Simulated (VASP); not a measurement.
# HfB2 (P6/mmm) in VASP: notebook, part 2 of 2

VASP 6.6.1. Earlier steps stand in the parts before.

## (4) Electric field gradients, r2SCAN

POSCAR

```
HfB2
1.0
    3.1400000000      0.0000000000      0.0000000000
   -1.5700000000      2.7193197679      0.0000000000
    0.0000000000      0.0000000000      3.4800000000
Hf B
1 2
Direct
    0.0000000000      0.0000000000      0.0000000000
    0.3333333333      0.6666666667      0.5000000000
    0.6666666667      0.3333333333      0.5000000000
```

INCAR.step1

```
PREC = Accurate
ENCUT = 520
ISMEAR = -1
SIGMA = 0.05
LREAL = F
LASPH = T
NELM = 100
NBANDS = 15
GGA = PE
ALGO = Normal
EDIFF = 1E-4
LWAVE = T
LCHARG = F
```

INCAR.step2

```
PREC = Accurate
ENCUT = 520
EDIFF = 1E-8
ISMEAR = -1
SIGMA = 0.05
LREAL = F
LASPH = T
NELM = 100
ALGO = Normal
ISIF = 2
LWAVE = F
LCHARG = F
METAGGA = R2SCAN
LMIXTAU = T
LEFG = T
NBANDS = 15
ISTART = 1
```

KPOINTS

```
Automatic mesh
0
Gamma
  17 17 13
```

Potentials or basis: VASP PAW PBE potentials, release 64 (Hf_pv, B).

Started as:

```console
> cat potpaw_PBE.64/Hf_pv/POTCAR potpaw_PBE.64/B/POTCAR > POTCAR
> cp INCAR.step1 INCAR
> mpirun -np 1 vasp_std > vasp.out
> cp INCAR.step2 INCAR
> mpirun -np 1 vasp_std > vasp.out
```

OUTCAR:

```text
PREC = Accurate
   ENCUT = 520
   EDIFF = 1E-8
   ISMEAR = -1
   LREAL = F
   LASPH = T
   NELM = 100
   ISIF = 2
   METAGGA = R2SCAN
   ISTART = 1

 ion  position               nearest neighbor table
   1  0.000  0.000  0.000-   2 2.51   3 2.51   2 2.51   3 2.51   3 2.51   3 2.51   2 2.51   2 2.51
                             3 2.51   3 2.51   2 2.51   2 2.51
   2  0.333  0.667  0.500-   3 1.81   3 1.81   3 1.81   1 2.51   1 2.51   1 2.51   1 2.51   1 2.51
                             1 2.51
   3  0.667  0.333  0.500-   2 1.81   2 1.81   2 1.81   1 2.51   1 2.51   1 2.51   1 2.51   1 2.51
                             1 2.51

  LATTYP: Found a hexagonal cell.
 ALAT       =     3.1400000000
 C/A-ratio  =     1.1082802548

  Lattice vectors:

 A1 = (   3.1400000000,   0.0000000000,   0.0000000000)
 A2 = (  -1.5700000000,   2.7193197679,   0.0000000000)
 A3 = (   0.0000000000,   0.0000000000,   3.4800000000)

Analysis of symmetry for initial positions (statically):
[... 633 lines left out ...]
     0.000000000  0.000000000  3.480000000     0.000000000  0.000000000  0.287356322

 POSITION                                       TOTAL-FORCE (eV/Angst)
 -----------------------------------------------------------------------------------
      0.00000      0.00000      0.00000         0.000000      0.000000      0.000000
     -0.00000      1.81288      1.74000        -0.000000      0.000000      0.000000
      1.57000      0.90644      1.74000         0.000000     -0.000000      0.000000
 -----------------------------------------------------------------------------------
    total drift:                               -0.000000      0.000000      0.000000

  FREE ENERGIE OF THE ION-ELECTRON SYSTEM (eV)
  ---------------------------------------------------
  free  energy   TOTEN  =       -63.0908193904 eV

  energy  without entropy=      -63.0893649641  energy(sigma->0) =      -63.09009218

 Electric field gradients (V/A^2)
---------------------------------------------------------------------
 ion       V_xx      V_yy      V_zz      V_xy      V_xz      V_yz
---------------------------------------------------------------------
   1     -37.916   -37.916    75.833    -0.000    -0.000    -0.000
   2      -0.805    -0.806     1.611    -0.000     0.000    -0.000
   3      -0.805    -0.806     1.611    -0.000     0.000     0.000
---------------------------------------------------------------------

 Electric field gradients after diagonalization (V/A^2)
 (convention: |V_zz| > |V_xx| > |V_yy|)
----------------------------------------------------------------------
 ion       V_xx      V_yy      V_zz     asymmetry (V_yy - V_xx)/ V_zz
----------------------------------------------------------------------
   1     -37.916   -37.916    75.833       0.000
   2      -0.806    -0.805     1.611       0.000
   3      -0.806    -0.805     1.611       0.000
----------------------------------------------------------------------

           NMR quadrupolar parameters

 Cq : quadrupolar parameter    Cq=e*Q*V_zz/h
 eta: asymmetry parameters     (V_yy - V_xx)/ V_zz
 Q  : nuclear electric quadrupole moment in mb (millibarn)
----------------------------------------------------------------------
 ion       Cq(MHz)       eta       Q (mb)
----------------------------------------------------------------------
   1       0.183       0.000       1.000
   2       0.004       0.000       1.000
   3       0.004       0.000       1.000
----------------------------------------------------------------------
```

OSZICAR.step1:

```text
N       E                     dE             d eps       ncg     rms          rms(c)
DAV:   1     0.291511100555E+02    0.29151E+02   -0.79864E+03  6930   0.101E+03
DAV:   2    -0.272254247713E+02   -0.56377E+02   -0.52814E+02  9172   0.221E+02
DAV:   3    -0.287718063524E+02   -0.15464E+01   -0.15359E+01  9016   0.269E+01
DAV:   4    -0.287783735330E+02   -0.65672E-02   -0.65629E-02  8211   0.211E+00
DAV:   5    -0.287784120576E+02   -0.38525E-04   -0.38524E-04  8978   0.144E-01    0.525E+01
DAV:   6    -0.265185502653E+02    0.22599E+01   -0.27752E+00  8365   0.120E+01    0.385E+01
DAV:   7    -0.264675220428E+02    0.51028E-01   -0.92715E-01  8876   0.707E+00    0.117E+01
DAV:   8    -0.264066303592E+02    0.60892E-01   -0.23141E-01  8113   0.365E+00    0.163E+00
DAV:   9    -0.264025120066E+02    0.41184E-02   -0.18713E-02  8141   0.110E+00    0.380E-01
DAV:  10    -0.264023446488E+02    0.16736E-03   -0.75092E-04  8946   0.226E-01    0.255E-01
DAV:  11    -0.264023520192E+02   -0.73703E-05   -0.48947E-05  4270   0.547E-02
   1 F= -.26402352E+02 E0= -.26401560E+02  d E =-.158431E-02
```

It took 5.9 min on 1 thread of Intel Xeon Platinum 8488C (Sapphire Rapids), shared host; peak memory 0.23 GiB.

What came out:

* Free energy: -63.0908 eV
* Pressure: -1.3 GPa
* Band gap on the k mesh: zero (band 8 reaches 8.64 eV, above the bottom of band 9 at 7.09 eV)

Stress tensor (GPa, compression positive):
```
-1.45  0.00  0.00
 0.00 -1.45  0.00
 0.00  0.00 -0.91
```

Electric field gradients, principal values (V/Å²):
```csv
atom,least,middle,greatest (by size)
1 Hf,-37.916,-37.916,75.833
2 B,-0.805,-0.806,1.611
3 B,-0.805,-0.806,1.611
```

Caveat: without QUAD_EFG the Cq values of the log hold for a quadrupole moment of 1 mb, not for the nuclei; the PAW data sets were made with another functional, which shifts forces and pressure a little; spin-orbit coupling is left out, which moves the levels of the heavy elements.

## (5) Overview

| level | spin | k mesh | gap on the mesh (eV) | pressure (GPa) |
| --- | --- | --- | --- | --- |
| PBE | off | 16 × 16 × 13 | none | 1.0 |
| PBE | non-collinear, zero start, SOC | 17 × 17 × 13 | - | 1.0 |
| r2SCAN | off | 17 × 17 × 13 | none | -1.3 |

Alike in all rows: task electric field gradients; potentials or basis VASP PAW PBE potentials, release 64 (Hf_pv, B); cell as given; cutoff (eV) 520; smearing fermi-dirac 0.05 eV.

The pressure there spans -1.3 GPa (r2SCAN) to 1.0 GPa (PBE); a positive pressure means that this level wants a larger cell, a negative one a smaller.

Caveats: spin-orbit coupling is left out, which moves the levels of the heavy elements (some runs); the PAW data sets were made with another functional, which shifts forces and pressure a little (some runs).

Absolute energies hang on the potentials; compare differences alone.
